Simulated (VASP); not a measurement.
Ag, 1 atom in the cell. It takes space group Im-3m (No. 229, cubic). The conventional cell has a = 3.311 Å, b = 3.311 Å, c = 3.311 Å, α = 90.00°, β = 90.00°, γ = 90.00°. Within 3.8 Å of Ag (site symmetry m-3m) lie 14 Ag at 2.87 to 3.31 Å. This isn't the form of Ag at room conditions, which is fcc.

- Program: VASP 6.6.1
- Task: single point
- Functional: PBE
- Potentials or basis: VASP PAW PBE potentials, release 64 (Ag)
- Cutoff: 500 eV
- k mesh: 34 × 34 × 34
- Occupations: tetrahedron, width 0.1 eV
- Spin: no spin polarisation
- Tolerance level: standard
- Purpose: density of states
- K density: 13 × 13 × 13
- Further INCAR settings: ALGO = Normal; EDIFF = 1e-06; NBANDS = 20

Potentials or basis: VASP PAW PBE potentials, release 64 (Ag).

Launch:

```bash
$ cat potpaw_PBE.64/Ag/POTCAR > POTCAR
$ cp INCAR.step1 INCAR
$ cp KPOINTS.step1 KPOINTS
$ mpirun -np 1 vasp_std > vasp.out
$ cp INCAR.step2 INCAR
$ cp KPOINTS.step2 KPOINTS
$ mpirun -np 1 vasp_std > vasp.out
```

Hardware: 1 thread of Intel(R) Xeon(R) 6975P-C (Granite Rapids), on a shared host.

**Question.** How long does it take, and how much memory?

**Answer.** It took 100 s on 1 thread of Intel(R) Xeon(R) 6975P-C (Granite Rapids), with other jobs on the host, peak memory 0.54 GiB. Counts: k points 1059.
